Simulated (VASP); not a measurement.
Write the native input for VASP 6.6.1 that does the following.

| Property | Result |
| --- | --- |
| Task | single point |
| Functional | PBE |
| Potentials or basis | VASP PAW PBE potentials, release 64 (Si) |
| Cutoff | 520 eV |
| k mesh | 10 × 10 × 10 |
| Occupations | gaussian, width 0.05 eV |
| Spin | no spin polarisation |
| Dipole correction | no |
| Further INCAR settings | ALGO = Normal; EDIFF = 1e-07; NBANDS = 16 |

The structure of Si lies in POSCAR:

```
Si
1.0
   -3.3457641741      3.3457641741      1.9305129928
    3.3457641741     -3.3457641741      1.9305129928
    3.3457641741      3.3457641741     -1.9305129928
Si
4
Direct
    0.2407695269      0.2407695269      0.3572197663
    0.8213901169      0.8213901169      0.6427802337
    0.1786098831      0.8213901169      0.0000000000
    0.8213901169      0.1786098831      0.0000000000
```

This cell differs from its parent crystal: atom 1 (Si) moved +0.240 Å along Cartesian [0 0 1].

The input as run:

INCAR

```
ALGO = Normal
EDIFF = 1E-7
ENCUT = 520
GGA = PE
ISIF = 2
ISMEAR = 0
LASPH = True
LCHARG = False
LREAL = False
LWAVE = False
NBANDS = 16
NELM = 80
PREC = Accurate
SIGMA = 0.05
```

KPOINTS

```
k-points
0
Gamma
  10 10 10
```

Potentials or basis: VASP PAW PBE potentials, release 64 (Si).

Run with:

```bash
$ cat potpaw_PBE.64/Si/POTCAR > POTCAR
$ mpirun -np 1 vasp_std > vasp.out
```

Results of the run:

- Pressure: 1.0 GPa
- Largest force: 3.204 eV/Å
- Band gap on the k mesh: 0.06 eV (least direct gap 0.27 eV)

Caveat: the cell differs from its parent crystal (atom 1 (Si) moved +0.240 Å along Cartesian [0 0 1]); forces of over 1 eV/Å act on the atoms, so gaps and moduli don't describe the material at rest.

It took 2.7 min on 1 thread of Intel(R) Xeon(R) 6975P-C (Granite Rapids), on a shared host, peak memory 0.43 GiB.
